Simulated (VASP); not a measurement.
Write the native input for VASP 6.6.1 that does the following.

```yaml
Task: single point
Functional: PBE
Potentials_or_basis: VASP PAW PBE potentials, release 64 (K_sv, F)
Cutoff: 520 eV
k_mesh: 6 × 6 × 4
Occupations: gaussian, width 0.01 eV
Spin: no spin polarisation
Dipole_correction: no
Further_INCAR_settings: ALGO = Normal; EDIFF = 1e-07; NBANDS = 24
```

The structure of KF lies in POSCAR:

```
KF
1.0
    4.4850022171      0.0000000000      0.0000000000
   -2.2425011086      3.8841258561      0.0000000000
    0.0000000000      0.0000000000      5.2712956397
K F
2 2
Direct
    0.3333333333      0.6666666667     -0.0625000000
    0.6666666667      0.3333333333      0.4375000000
    0.3333333333      0.6666666667      0.4375000000
    0.6666666667      0.3333333333      0.9375000000
```

These files were run (other wordings do the same):

INCAR

```
ALGO     = Normal         # electronic algorithm
EDIFF    = 1E-7           # SCF threshold, eV
ENCUT    = 520            # plane-wave cutoff, eV
GGA      = PE             # functional
ISIF     = 2              # what is computed and relaxed
ISMEAR   = 0              # smearing method
LASPH    = T              # aspherical terms in the spheres
LCHARG   = F              # write CHGCAR
LREAL    = F              # projectors in reciprocal space
LWAVE    = F              # write WAVECAR
NBANDS   = 24             # bands
NELM     = 60             # most SCF steps
PREC     = Accurate       # precision mode
SIGMA    = 0.01           # smearing width, eV
```

KPOINTS

```
k-points
0
Gamma
  6 6 4
```

Potentials or basis: VASP PAW PBE potentials, release 64 (K_sv, F).

Command:

```console
$ cat potpaw_PBE.64/K_sv/POTCAR potpaw_PBE.64/F/POTCAR > POTCAR
$ mpirun -np 1 vasp_std > vasp.out
```

It gave:

```
Pressure               : 1.3 GPa
Band gap on the k mesh : 5.37 eV, direct
```

It took 41 s on 1 thread of Intel(R) Xeon(R) Platinum 8375C CPU @ 2.90GHz (Ice Lake), on a shared host, peak memory 0.22 GiB.
